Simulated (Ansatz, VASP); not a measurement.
# P in VASP and in Ansatz

The input INCAR:

```
  ALGO = Normal
  EDIFF = 1E-6
  ENCUT = 500
  GGA = CA
  GGA_COMPAT = F
  ISIF = 2
  ISMEAR = -1
  LASPH = T
  LCHARG = F
  LREAL = F
  LWAVE = F
  NBANDS = 8
  NELM = 120
  PREC = Accurate
  SIGMA = 0.08
```

The input KPOINTS:

```
k-points
0
Gamma
  10 10 9
```

Contents of POSCAR:

```
P
1.0
    4.2729048574      0.0000000000      0.0000000000
    0.0000000000      4.2729048574      0.0000000000
    0.0000000000      0.0000000000      4.3780000000
P
1
Direct
    0.0000000000      0.0000000000      0.0000000000
```

Input for Ansatz:

```yaml
crystal:
  lattice:
    - [4.2729048574, 0.0, 0.0]
    - [0.0, 4.2729048574, 0.0]
    - [0.0, 0.0, 4.378]
  atoms:
    - { symbol: P, position: [0.0, 0.0, 0.0] }
kpoints:
  mp_grid: { grid: [10, 10, 9] }
  band_path:
    path:
      - [0.0, 0.0, 0.0]
      - [0.0, 0.5, 0.0]
      - [0.5, 0.5, 0.0]
      - [0.0, 0.0, 0.0]
      - [0.0, 0.0, 0.5]
      - [0.0, 0.5, 0.5]
      - [0.5, 0.5, 0.5]
      - [0.0, 0.0, 0.5]
      - [0.0, 0.5, 0.0]
    npoints: 5
scf:
  occupations: { method: fermi_dirac, width: 0.08 }
hamiltonian:
  xc: lda
  pseudopotentials: { kind: all_electron, lapw: { basis_error: 0.00025 } }
output:
  forces: true
  stress: true
  eigenvalues: true
```

Alike in both runs: task single point; functional LDA; k mesh 10 × 10 × 9; occupations fermi-dirac, width 0.08 eV; no spin polarisation.

|  | VASP | Ansatz |
| --- | --- | --- |
| version | VASP 6.6.1 | Ansatz 0.2.0 |
| potentials or method | VASP PAW LDA potentials, release 64 (P), cutoff 500 eV | all-electron LAPW, scalar-relativistic |

```csv
,VASP,Ansatz,Ansatz less VASP
pressure (GPa),-4.1,-4.0,+0.01
"traceless stress, the component that is largest in VASP (GPa)",0.32,0.31,-0.001
```

LDA's correlation is that of Perdew and Zunger in VASP and of Perdew and Wang (1992) in Ansatz. Ansatz ran all-electron here, and VASP with PAW potentials.
